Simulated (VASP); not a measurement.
Input of a VASP 6.6.1 run:

INCAR

```
SYSTEM = Hf
ALGO = Normal ; EDIFF = 1E-7
ENCUT = 520 ; GGA = PE
ISIF = 2 ; ISMEAR = -1
LASPH = .True. ; LCHARG = .False.
LREAL = .False. ; LWAVE = .False.
NBANDS = 11 ; NELM = 60
PREC = Accurate ; SIGMA = 0.05
```

File KPOINTS:

```
k-points
0
Gamma
  14 14 14
  0 0 0
```

The input POSCAR:

```
Hf
1.0
   -1.8050000000      1.8050000000      1.8591500000
    1.8050000000     -1.8050000000      1.8591500000
    1.8050000000      1.8050000000     -1.8591500000
Hf
1
Direct
    0.0000000000      0.0000000000      0.0000000000
```

Potentials or basis: VASP PAW PBE potentials, release 64 (Hf_pv).

Command:

```sh
$ cat potpaw_PBE.64/Hf_pv/POTCAR > POTCAR
$ mpirun -np 1 vasp_std > vasp.out
```

Q: What does it give for the pressure?

A: -7.6 GPa.

Q: Predict the band gap on the k mesh.

A: Zero (band 5 reaches 5.42 eV, above the bottom of band 6 at 3.37 eV).

Stress tensor (GPa, compression positive):
```
-8.09  0.00  0.00
 0.00 -8.09  0.00
 0.00  0.00 -6.63
```

Caveat: the cell differs from its parent crystal (zz strain of +3 %); spin-orbit coupling is left out, which moves the levels of the heavy elements.
